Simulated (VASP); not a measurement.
The system is Ta3B2N.

```
Ta B N
1.0
     5.36705    0.00000    0.00000
    -2.68352    4.64800    0.00000
     0.00000    0.00000    2.97088
Ta B N
3 2 1
Cartesian
  2.6835 0.0000 1.4854
  -1.3418 2.3240 1.4854
  1.3418 2.3240 1.4854
  2.6835 1.5493 0.0000
  0.0000 3.0987 0.0000
  0.0000 0.0000 0.0000
```

```yaml
Program: VASP 6.6.1
Task: relaxation of cell and atoms
Functional: PBE
Potentials_or_basis: VASP PAW PBE potentials, release 64 (Ta_pv, B, N)
Cutoff: 600 eV
k_mesh: 6 × 6 × 6
Occupations: gaussian, width 0.1 eV
Spin: no spin polarisation
```

At the start: pressure 46.8 GPa; volume 12.35 Å³/atom.

Question: Where does the relaxation end?

Answer: Over 6 steps the energy falls by 319.8 meV/atom and the volume is 14.88 Å³/atom (+20.5 %); space group P6/mmm (No. 191, to 0.05 Å).

The path:
| step | energy change (eV) | largest force (eV/Å) | pressure (GPa) | volume (Å³) |
| --- | --- | --- | --- | --- |
| 1 | 0.0000 | 0.0000 | 46.81 | 74.11 |
| 2 | 1.6858 | 0.0000 | -28.97 | 119.94 |
| 3 | -1.8967 | 0.0000 | -2.37 | 90.45 |
| 4 | -1.9065 | 0.0000 | -0.33 | 89.40 |
| 5 | -1.9067 | 0.0000 | 0.30 | 89.07 |
| 6 | -1.9187 | 0.0000 | 0.22 | 89.27 |

Final structure:
```yaml
crystal:
  lattice:
    - [5.72590, 0.00000, 0.00000]
    - [-2.86295, 4.95877, 0.00000]
    - [0.00000, 0.00000, 3.14405]
  atoms:
    - { symbol: Ta, position: [0.50000, 0.00000, 0.50000] }
    - { symbol: Ta, position: [0.00000, 0.50000, 0.50000] }
    - { symbol: Ta, position: [0.50000, 0.50000, 0.50000] }
    - { symbol: B, position: [0.66667, 0.33333, 0.00000] }
    - { symbol: B, position: [0.33333, 0.66667, 0.00000] }
    - { symbol: N, position: [0.00000, 0.00000, 0.00000] }
```

Caveat: the volume moved by over 15 % at a fixed basis, so the end points are rough.
